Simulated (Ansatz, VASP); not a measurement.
## Two plane-wave programs on Pt

The input INCAR:

```
SYSTEM = Pt
ALGO = Fast ; EDIFF = 1E-6
ENCUT = 520 ; GGA = PS
ISIF = 2 ; ISMEAR = 0
LASPH = .TRUE. ; LCHARG = .FALSE.
LREAL = .FALSE. ; LWAVE = .FALSE.
NBANDS = 11 ; NELM = 60
PREC = Accurate ; SIGMA = 0.15
```

The input KPOINTS:

```
k-points
0
G
  26 26 26
  0 0 0
```

File POSCAR:

```
Pt
1.0
    0.0000000000      1.9100545869      2.0569818628
    1.9100545869      0.0000000000      2.0569818628
    1.9100545869      1.9100545869      0.0000000000
Pt
1
Direct
    0.0000000000      0.0000000000      0.0000000000
```

Input for Ansatz:

```yaml
crystal:
  lattice:
    - [0.0, 1.9100545869, 2.0569818628]
    - [1.9100545869, 0.0, 2.0569818628]
    - [1.9100545869, 1.9100545869, 0.0]
  atoms:
    - { symbol: Pt, position: [0.0, 0.0, 0.0] }
basis:
  ecutwfc: 420
kpoints:
  mp_grid: { grid: [26, 26, 26] }
hamiltonian:
  xc: pbesol
scf:
  occupations: { method: gaussian, width: 0.15 }
output:
  forces: true
  stress: true
  eigenvalues: true
```

Change from the starting cell: strain -0.025 along x and y, +0.050 along z, atoms carried along.

Alike in both runs: task single point; functional PBEsol; k mesh 26 × 26 × 26; occupations gaussian, width 0.15 eV; no spin polarisation.

|  | VASP | Ansatz |
| --- | --- | --- |
| version | VASP 6.6.1 | Ansatz 0.2.0 |
| potentials or method | VASP PAW PBE potentials, release 64 (Pt), cutoff 520 eV | scalar-relativistic, plane waves, PAW |
| valence electrons in the cell | 10 | 18 |

|  | VASP | Ansatz | Ansatz less VASP |
| --- | --- | --- | --- |
| gap on the k mesh at the Fermi level (eV) | none | none | - |
| pressure (GPa) | 1.0 | 1.4 | +0.43 |
| traceless stress, the component that is largest in VASP (GPa) | -6.44 | -6.47 | -0.029 |

VASP's potentials were made for PBE, not for PBEsol. A gap of «none» marks a metal or a gap that the smearing closes. VASP's potentials hold 10 valence electrons a cell and Ansatz's 18, so a difference there can come from the potentials and not from the codes.

Spin-orbit coupling is off throughout.
